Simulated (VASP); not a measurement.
# Sb2TeO5 (I4/mmm) in VASP: notebook

Runs on Sb2TeO5. Level: PBE. Tasks: single point, relaxation of cell and atoms.

All numbers are computed with VASP 6.6.1; they aren't measurements. Logs are shortened: lines on timing, memory, paths and dates and some standing lists are left out, and cuts for length are marked.

### Step 1. The cell of the first run

Symmetry: I4/mmm, No. 139, tetragonal system. The conventional cell has a = 4.437 Å, b = 4.437 Å, c = 11.980 Å, α = 90.00°, β = 90.00°, γ = 90.00°. Within 2.9 Å of Sb (site symmetry 4mm) lie 5 O at 2.17 to 2.37 Å. Within 2.9 Å of Te (site symmetry 4/mmm) lie 4 O at 2.22 Å. O (site symmetry -4m2) has 4 Sb at 2.37 Å and 6 O at 3.00 to 3.14 Å within 3.2 Å. O (site symmetry mmm) has 2 Te at 2.22 Å and 8 O at 2.22 to 3.14 Å and 4 Sb at 3.10 Å within 3.2 Å. Within 2.9 Å of O (site symmetry 4/mmm) lie 2 Sb at 2.17 Å and 4 O at 2.22 Å.

The cell was generated, and may not be a known phase.

### Step 2. Single point, PBE

File INCAR:

```
  PREC = Accurate
  ENCUT = 520
  EDIFF = 1E-7
  ISMEAR = 0
  SIGMA = 0.15
  LREAL = F
  LASPH = T
  NELM = 80
  ALGO = Normal
  ISIF = 2
  LWAVE = F
  LCHARG = F
  GGA = PE
  NBANDS = 33
```

File KPOINTS:

```
regular mesh
0
Gamma
  3 3 3
```

File POSCAR:

```
Sb2TeO5
1.0
   -2.2186846440      2.2186846440      5.9901585625
    2.2186846440     -2.2186846440      5.9901585625
    2.2186846440      2.2186846440     -5.9901585625
Sb Te O
2 1 5
Direct
    0.1808946567      0.1808946567      0.0000000000
    0.8191053433      0.8191053433      0.0000000000
    0.5000000000      0.5000000000      0.0000000000
    0.7500000000      0.2500000000      0.5000000000
    0.2500000000      0.7500000000      0.5000000000
    0.5000000000      0.0000000000      0.5000000000
    0.0000000000      0.5000000000      0.5000000000
    0.0000000000      0.0000000000      0.0000000000
```

Potentials or basis: VASP PAW PBE potentials, release 64 (Sb, Te, O).

On the command line:

```bash
cat potpaw_PBE.64/Sb/POTCAR potpaw_PBE.64/Te/POTCAR potpaw_PBE.64/O/POTCAR > POTCAR
mpirun -np 1 vasp_std > vasp.out
```

OUTCAR:

```text
PREC = Accurate
   ENCUT = 520
   EDIFF = 1E-7
   ISMEAR = 0
   LREAL = F
   LASPH = T
   NELM = 80
   ISIF = 2
   GGA = PE

 ion  position               nearest neighbor table
   1  0.181  0.181  0.000-   8 2.17   5 2.37   4 2.37   4 2.37   5 2.37   2 3.55   2 3.55   2 3.55
                             2 3.55
   2  0.819  0.819  0.000-   8 2.17   5 2.37   4 2.37   4 2.37   5 2.37   1 3.55   1 3.55   1 3.55
                             1 3.55
   3  0.500  0.500  0.000-   6 2.22   7 2.22   6 2.22   7 2.22
   4  0.750  0.250  0.500-   2 2.37   1 2.37   2 2.37   1 2.37
   5  0.250  0.750  0.500-   2 2.37   1 2.37   2 2.37   1 2.37
   6  0.500  0.000  0.500-   3 2.22   3 2.22
   7  0.000  0.500  0.500-   3 2.22   3 2.22
   8  0.000  0.000  0.000-   1 2.17   2 2.17

  LATTYP: Found a body centered tetragonal cell.
 ALAT       =     4.4373692880
 C/A-ratio  =     2.6998693026

  Lattice vectors:

 A1 = (  -2.2186846440,   2.2186846440,   5.9901585625)
 A2 = (   2.2186846440,  -2.2186846440,   5.9901585625)
 A3 = (   2.2186846440,   2.2186846440,  -5.9901585625)

Analysis of symmetry for initial positions (statically):
=====================================================================
 Subroutine PRICEL returns:
 Original cell was already a primitive cell.

 Routine SETGRP: Setting up the symmetry group for a
 body centered tetragonal supercell.

 Subroutine GETGRP returns: Found 16 space group operations
 (whereof 16 operations were pure point group operations)
 out of a pool of 16 trial point group operations.

The static configuration has the point symmetry D_4h.

Analysis of symmetry for dynamics (positions and initial velocities):
=====================================================================
 Subroutine PRICEL returns:
 Original cell was already a primitive cell.

 Routine SETGRP: Setting up the symmetry group for a
 body centered tetragonal supercell.

 Subroutine GETGRP returns: Found 16 space group operations
 (whereof 16 operations were pure point group operations)
 out of a pool of 16 trial point group operations.

The dynamic configuration has the point symmetry D_4h.

 Subroutine INISYM returns: Found 16 space group operations
 (whereof 16 operations are pure point group operations),
 and found     1 'primitive' translations

----------------------------------------------------------------------------------------

                                     Primitive cell

  volume of cell :     117.9477

  direct lattice vectors                    reciprocal lattice vectors
    -2.218684644  2.218684644  5.990158562     0.000000000  0.225358751  0.083470245
     2.218684644 -2.218684644  5.990158562     0.225358751  0.000000000  0.083470245
     2.218684644  2.218684644 -5.990158562     0.225358751  0.225358751  0.000000000

  length of vectors
     6.762183279  6.762183279  6.762183279     0.240320304  0.240320304  0.318705402

  position of ions in fractional coordinates (direct lattice)
     0.180894657  0.180894657  0.000000000
     0.819105343  0.819105343  0.000000000
     0.500000000  0.500000000  0.000000000
     0.750000000  0.250000000  0.500000000
     0.250000000  0.750000000  0.500000000
     0.500000000  0.000000000  0.500000000
     0.000000000  0.500000000  0.500000000
     0.000000000  0.000000000  0.000000000

  ion indices of the primitive-cell ions
   primitive index   ion index
                 1           1
                 2           2
                 3           3
                 4           4
                 5           5
                 6           6
                 7           7
                 8           8

----------------------------------------------------------------------------------------

 KPOINTS: regular mesh

Automatic generation of k-mesh.
 Grid dimensions read from file:
 generate k-points for:    3    3    3

 Generating k-lattice:

  Cartesian coordinates                     Fractional coordinates (reciprocal lattice)
     0.000000000  0.075119584  0.027823415     0.333333333 -0.000000000  0.000000000
     0.075119584  0.000000000  0.027823415    -0.000000000  0.333333333  0.000000000
     0.075119584  0.075119584  0.000000000     0.000000000  0.000000000  0.333333333

  Length of vectors
     0.080106768  0.080106768  0.106235134

  Shift w.r.t. Gamma in fractional coordinates (k-lattice)
     0.000000000  0.000000000  0.000000000

 Subroutine IBZKPT returns following result:
 ===========================================

 Found      6 irreducible k-points:

 Following reciprocal coordinates:
            Coordinates               Weight
  0.000000  0.000000  0.000000      1.000000
  0.333333  0.000000 -0.000000      8.000000
  0.333333  0.333333  0.000000      8.000000
 -0.333333  0.333333  0.000000      4.000000
 -0.333333  0.333333  0.333333      4.000000
 -0.333333 -0.333333  0.333333      2.000000
   k-points           NKPTS =      6   k-points in BZ     NKDIM =      6   number of bands    NBANDS=     33
   number of dos      NEDOS =    301   number of ions     NIONS =      8
   total plane-waves  NPLWV = 125000
   dimension x,y,z NGX =    50 NGY =   50 NGZ =   50
   dimension x,y,z NGXF=   100 NGYF=  100 NGZF=  100
   ions per type =               2   1   5
   NGX,Y,Z   is equivalent  to a cutoff of  12.29, 12.29, 12.29 a.u.
   NGXF,Y,Z  is equivalent  to a cutoff of  24.58, 24.58, 24.58 a.u.
 SYSTEM =  unknown system
   PREC   = accura    normal or accurate (medium, high low for compatibility)
   ISTART =      0    job   : 0-new  1-cont  2-samecut
   ICHARG =      2    charge: 1-file 2-atom 10-const
   ISPIN  =      1    spin polarized calculation?
   LNONCOLLINEAR =      F non collinear calculations
   LSORBIT =      F    spin-orbit coupling
   LASPH  =      T    aspherical Exc in radial PAW
   ENCUT  =  520.0 eV  38.22 Ry    6.18 a.u.  12.57 12.57 12.57*2*pi/ulx,y,z
   NELM   =     80;   NELMIN=  2; NELMDL= -5     # of ELM steps
   EDIFF  = 0.1E-06   stopping-criterion for ELM
   LREAL  =      F    real-space projection
   EDIFFG = 0.1E-05   stopping-criterion for IOM
   NSW    =      0    number of steps for IOM
   IBRION =     -1    ionic relax: 0-MD 1-quasi-New 2-CG
   NFREE  =      0    steps in history (QN), initial steepest desc. (CG)
   ISIF   =      2    stress and relaxation
   ISYM   =      2    0-nonsym 1-usesym 2-fastsym
   POTIM  = 0.5000    time-step for ionic-motion
   TEBEG  =    0.0;   TEEND  =   0.0 temperature during run
   PSTRESS=    0.0 pullay stress
   NELECT =      46.0000    total number of electrons
   NUPDOWN=      -1.0000    fix difference up-down
   EMIN   =  10.00;   EMAX   =-10.00  energy-range for DOS
   EFERMI =   0.00;   METHOD = LEGACY
   ISMEAR =     0;   SIGMA  =   0.15  broadening in eV -4-tet -1-fermi 0-gaus
   EFERMI_NEDOS =   21; number of points for ismear=-14 and -15
   IALGO  =     38    algorithm
   IMIX   =      4    mixing-type and parameters
     AMIX     =   0.40;   BMIX     =  1.00
     AMIX_MAG =   1.60;   BMIX_MAG =  1.00
  volume/ion in A,a.u.               =      14.74        99.49
  Fermi-wavevector in a.u.,A,eV,Ry     =   1.196091  2.260285 19.464959  1.430634
  Thomas-Fermi vector in A             =   2.332040
   LORBIT       =      0    0 simple, 1 ext, 2 COOP (PROOUT), +10 PAW based schemes
   GGA     = PE    functional components
   LHFCALC =     F    Hartree Fock is set to
   AEXX    =    0.0000 exact exchange contribution
   IVDW    =     0    specifies the selected vdW correction
   LEPSILON=     F    determine dielectric tensor
   LRPA    =     F    only Hartree local field effects (RPA)
 non-spin polarized calculation
 Gauss-broadening in eV      SIGMA  =   0.15
  energy-cutoff  :      520.00
  volume of cell :      117.95
 maximum number of plane-waves:      3198
 NGX is ok and might be reduce to    50
   NGX = 25   NGY = 25   NGZ = 25

 number of electron      46.0000009 magnetization

 Free energy of the ion-electron system (eV)
  ---------------------------------------------------
  ext. energy  EPLUGINS =         0.00000000
  ---------------------------------------------------
  free energy    TOTEN  =       -39.50106080 eV

  energy without entropy =      -39.46028384  energy(sigma->0) =      -39.48067232

 E-fermi :   6.6935     XC(G=0): -10.5910

 val. band max:        6.6304802176   @ k =  -0.3333   0.3333   0.0000
 cond. band min:       6.7584478093   @ k =  -0.3333   0.3333   0.3333
 fundamental gap:      0.1279675917
 Fermi energy:         6.6934959575

 k-point     1 :       0.0000    0.0000    0.0000
  band No.  band energies     occupation
      1     -12.9801      2.00000
      2     -11.8062      2.00000
      3     -10.7690      2.00000
      4     -10.5278      2.00000
      5     -10.1364      2.00000
      6      -2.9001      2.00000
[... 25 lines left out ...]
     32      13.0078      0.00000
     33      14.0822      0.00000

 k-point     2 :       0.3333    0.0000   -0.0000
  band No.  band energies     occupation
      1     -12.5530      2.00000
      2     -11.5558      2.00000
      3     -11.1136      2.00000
      4     -10.9403      2.00000
      5     -10.1937      2.00000
      6      -3.6994      2.00000
[... 25 lines left out ...]
     32      11.9557      0.00000
     33      14.2890      0.00000

 k-point     3 :       0.3333    0.3333    0.0000
  band No.  band energies     occupation
      1     -12.1264      2.00000
      2     -11.4123      2.00000
      3     -11.2136      2.00000
      4     -10.8647      2.00000
      5     -10.7009      2.00000
      6      -4.9546      2.00000
[... 25 lines left out ...]
     32      11.4538      0.00000
     33      15.6050      0.00000

 k-point     4 :      -0.3333    0.3333    0.0000
  band No.  band energies     occupation
      1     -12.1803      2.00000
      2     -11.3444      2.00000
      3     -11.1234      2.00000
      4     -10.9629      2.00000
      5     -10.6951      2.00000
      6      -4.9502      2.00000
[... 25 lines left out ...]
     32      11.8403      0.00000
     33      14.5014      0.00000

 k-point     5 :      -0.3333    0.3333    0.3333
  band No.  band energies     occupation
      1     -12.4889      2.00000
      2     -11.6474      2.00000
      3     -11.1970      2.00000
      4     -10.8490      2.00000
      5     -10.1943      2.00000
      6      -3.6992      2.00000
[... 25 lines left out ...]
     32      11.9782      0.00000
     33      13.8752      0.00000

 k-point     6 :      -0.3333   -0.3333    0.3333
  band No.  band energies     occupation
      1     -12.9051      2.00000
      2     -11.9198      2.00000
      3     -10.8150      2.00000
      4     -10.4771      2.00000
      5     -10.1390      2.00000
      6      -2.4106      2.00000
[... 25 lines left out ...]
     32      13.0524      0.00000
     33      14.4444      0.00000

------------------------ aborting loop because EDIFF is reached ----------------------------------------

  FORCE on cell =-STRESS in cart. coord.  units (eV):
  Direction    XX          YY          ZZ          XY          YZ          ZX
  --------------------------------------------------------------------------------------
  -------------------------------------------------------------------------------------
  Total       -0.6675352     -0.6675352     -0.0260982      0.0000000      0.0000000      0.0000000
  in kB       -9.0676618     -9.0676618     -0.3545131      0.0000000      0.0000000      0.0000000
  external PRESSURE =      -6.1632789 kB  Pullay stress =       0.0000000 kB

 VOLUME and BASIS-vectors are now :
 -----------------------------------------------------------------------------
  energy-cutoff  :      520.00
  volume of cell :      117.95
      direct lattice vectors                 reciprocal lattice vectors
    -2.218684644  2.218684644  5.990158562     0.000000000  0.225358751  0.083470245
     2.218684644 -2.218684644  5.990158562     0.225358751  0.000000000  0.083470245
     2.218684644  2.218684644 -5.990158562     0.225358751  0.225358751  0.000000000

 POSITION                                       TOTAL-FORCE (eV/Angst)
 -----------------------------------------------------------------------------------
      0.00000      0.00000      2.16718         0.000000      0.000000      0.030144
      0.00000      0.00000      9.81314         0.000000      0.000000     -0.030144
      0.00000      0.00000      5.99016        -0.000000     -0.000000      0.000000
     -0.00000      2.21868      2.99508        -0.000000     -0.000000     -0.000000
      2.21868     -0.00000      2.99508        -0.000000     -0.000000     -0.000000
      0.00000      2.21868      0.00000        -0.000000     -0.000000      0.000000
      2.21868      0.00000      0.00000        -0.000000     -0.000000     -0.000000
      0.00000      0.00000      0.00000        -0.000000     -0.000000      0.000000
 -----------------------------------------------------------------------------------
    total drift:                               -0.000000     -0.000000     -0.000000

  FREE ENERGIE OF THE ION-ELECTRON SYSTEM (eV)
  ---------------------------------------------------
  free  energy   TOTEN  =       -39.5010607985 eV

  energy  without entropy=      -39.4602838352  energy(sigma->0) =      -39.48067232
```

It took 40 s on 1 thread of Intel Xeon 6975P-C (Granite Rapids), shared host; peak memory 0.35 GiB.

Results:

```
Free energy            : -39.5011 eV
Pressure               : -0.6 GPa
Largest force          : 0.030 eV/Å
Band gap on the k mesh : zero (bands 23 and 24 overlap by 1.24 eV)
```

Forces on the atoms (eV/Å):
```
Sb   0.000  0.000  0.030
Sb   0.000  0.000 -0.030
Te   0.000  0.000  0.000
O    0.000  0.000  0.000
O    0.000  0.000  0.000
O    0.000  0.000  0.000
O    0.000  0.000  0.000
O    0.000  0.000  0.000
```

Stress tensor (GPa, compression positive):
```
-0.91  0.00  0.00
 0.00 -0.91  0.00
 0.00  0.00 -0.04
```

Caveat: the k points lie up to 0.50 Å⁻¹ apart, too coarse for converged energies and pressures of a metal; spin-orbit coupling is left out, which moves the levels of the heavy elements.

### Step 3. Relaxation of cell and atoms, PBE

This run uses another cell than the first one, of 20.56 Å³/atom.

File INCAR:

```
PREC = Accurate
ENCUT = 600
EDIFF = 1E-6
ISMEAR = 0
SIGMA = 0.15
LREAL = F
LASPH = T
NELM = 80
ALGO = Normal
ISIF = 3
LWAVE = F
LCHARG = F
GGA = PE
IBRION = 2
NSW = 36
EDIFFG = -0.08
```

File KPOINTS:

```
Automatic mesh
0
Gamma
  3 3 3
```

File POSCAR:

```
Sb2TeO5
1.0
   -2.8599284600      2.8599284600      5.0262355600
    2.8599284600     -2.8599284600      5.0262355600
    2.8599284600      2.8599284600     -5.0262355600
Sb Te O
2 1 5
Direct
    0.1636403200      0.1636403200      0.0000000000
    0.8363596800      0.8363596800      0.0000000000
    0.5000000000      0.5000000000      0.0000000000
    0.7500000000      0.2500000000      0.5000000000
    0.2500000000      0.7500000000      0.5000000000
    0.5000000000      0.0000000000      0.5000000000
    0.0000000000      0.5000000000      0.5000000000
    0.0000000000      0.0000000000      0.0000000000
```

Potentials or basis: VASP PAW PBE potentials, release 64 (Sb, Te, O).

On the command line:

```bash
cat potpaw_PBE.64/Sb/POTCAR potpaw_PBE.64/Te/POTCAR potpaw_PBE.64/O/POTCAR > POTCAR
mpirun -np 1 vasp_std > vasp.out
```

Wall time 21 min (1 thread of Intel Xeon 6975P-C (Granite Rapids), shared host); peak memory 0.45 GiB.

It converged, with:

```yaml
Free_energy: -39.5390 eV
Relaxed_volume: 14.58 Å³/atom
Relaxed_cell: a = 6.707 Å, b = 6.707 Å, c = 6.707 Å, α = 141.39°, β = 141.39°, γ = 55.75°
Space_group_after_relaxing_to_0.1_Å: I4/mmm (No. 139)
Pressure_after_relaxing: 0.2 GPa
Largest_force_after_relaxing: 0.071 eV/Å
Band_gap_on_the_k_mesh: zero (bands 23 and 24 overlap by 1.18 eV)
```

Forces on the atoms (eV/Å):
```
Sb   0.000  0.000  0.071
Sb   0.000  0.000 -0.071
Te   0.000  0.000  0.000
O    0.000  0.000  0.000
O    0.000  0.000  0.000
O    0.000  0.000  0.000
O    0.000  0.000  0.000
O    0.000  0.000  0.000
```

Stress tensor (GPa, compression positive):
```
-0.10  0.00  0.00
 0.00 -0.10  0.00
 0.00  0.00  0.69
```

Final structure:
```cif
data_structure
_symmetry_space_group_name_H-M 'P 1'
_symmetry_Int_Tables_number 1
_cell_length_a 6.7073
_cell_length_b 6.7073
_cell_length_c 6.7073
_cell_angle_alpha 141.388
_cell_angle_beta 141.388
_cell_angle_gamma 55.752
_cell_volume 116.62
loop_
_atom_site_label
_atom_site_type_symbol
_atom_site_fract_x
_atom_site_fract_y
_atom_site_fract_z
_atom_site_occupancy
Sb1 Sb 0.18174 0.18174 0.00000 1
Sb2 Sb 0.81826 0.81826 0.00000 1
Te1 Te 0.50000 0.50000 0.00000 1
O1 O 0.75000 0.25000 0.50000 1
O2 O 0.25000 0.75000 0.50000 1
O3 O 0.50000 0.00000 0.50000 1
O4 O 0.00000 0.50000 0.50000 1
O5 O 0.00000 0.00000 0.00000 1
```

Levels at points of the mesh, in eV from the Fermi level:
```tsv
k point	band 20	band 21	band 22	band 23	band 24	band 25
(0.00, 0.00, 0.00)	-2.26	-1.51	0.79	0.82	0.82	1.93
```

Caveat: the k points lie up to 0.50 Å⁻¹ apart in the final cell, too coarse for converged energies and pressures of a metal; the volume moved by over 15 % at a fixed basis, so the end points are rough; spin-orbit coupling is left out, which moves the levels of the heavy elements; the relaxation stopped at a loose force limit of 0.08 eV/Å, so its end isn't a converged minimum.

The gap in the log of VASP goes by the Fermi energy; the results here count the filled bands.